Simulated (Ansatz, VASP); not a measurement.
## Two plane-wave programs on Ca2Se

```
Ca Se
1.0
     4.01981    0.00000    0.00000
    -2.00991    3.48126    0.00000
     0.00000    0.00000   30.27911
Ca Se
2 1
Direct
  0.33333 0.66667 0.35634
  0.66667 0.33333 0.23813
  0.00000 0.00000 0.29723
```

Change from the starting cell: species swapped into a sheet of the TiSe2 type.

Alike in both runs: functional PBE; k mesh 12 × 12 × 1; occupations gaussian, width 0.1 eV; no spin polarisation.

Ansatz relaxed the structure, and its values are those at the end. VASP's run is a single point on that final structure, the one shown.

|  | VASP | Ansatz |
| --- | --- | --- |
| version | VASP 6.6.1 | Ansatz 0.2.0 |
| potentials or method | VASP PAW PBE potentials, release 64 (Ca_sv, Se), cutoff 520 eV | scalar-relativistic, plane waves, PAW |
| valence electrons in the cell | 26 | 36 |

Ansatz gave:

- gap on the k mesh at the Fermi level (eV): none
- rms of the force components (eV/Å): 0.002

Task: Which values does VASP return?

Result: gap on the k mesh at the Fermi level (eV): none; rms of the force components (eV/Å): 0.012.

A gap of «none» marks a metal or a gap that the smearing closes. With one functional, cell and mesh, what is left measures potentials, basis and numerics. VASP's potentials hold 26 valence electrons a cell and Ansatz's 36, so a difference there can come from the potentials and not from the codes.
